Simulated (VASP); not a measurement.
Input of a VASP 6.6.1 run:

The input INCAR:

```
SYSTEM = NiO2
  PREC = Accurate
  ENCUT = 520
  EDIFF = 1E-6
  ISMEAR = -1
  SIGMA = 0.05
  LREAL = .False.
  LASPH = .True.
  NELM = 150
  ALGO = Normal
  ISIF = 2
  LWAVE = .False.
  LCHARG = .True.
  ISPIN = 2
  MAGMOM = 1 0 0
  LORBIT = 11
  LMAXMIX = 4
  GGA = PS
  LELF = .True.
  LVHAR = .True.
  NBANDS = 22
```

The input KPOINTS:

```
regular mesh
0
Gamma
  11 11 6
  0 0 0
```

File POSCAR:

```
NiO2
1.0
    2.8536738767      0.0000000000      0.0000000000
   -1.4268369384      2.4713540714      0.0000000000
    0.0000000000      0.0000000000      4.7088503682
Ni O
1 2
Direct
    0.0000000000      0.0000000000      0.5000000000
    0.3333333333      0.6666666667      0.2939610000
    0.6666666667      0.3333333333      0.7060390000
```

Potentials or basis: VASP PAW PBE potentials, release 64 (Ni, O).

Run with:

```bash
$ cat potpaw_PBE.64/Ni/POTCAR potpaw_PBE.64/O/POTCAR > POTCAR
$ mpirun -np 1 vasp_std > vasp.out
```

**Question.** What does it give for the largest force?

**Answer.** 1.098 eV/Å.

**Question.** Predict the band gap on the k mesh.

**Answer.** 0.81 eV (least direct gap 1.04 eV).

**Question.** Estimate the net moment.

**Answer.** 0.00 μB per cell.

Forces on the atoms (eV/Å):
```
Ni   0.000  0.000  0.000
O    0.000  0.000  1.098
O    0.000  0.000 -1.098
```

Caveat: the cell stands under tension; the PAW data sets were made with another functional, which shifts forces and pressure a little; an odd mesh through Γ misses points on the zone boundary, where band edges can lie.
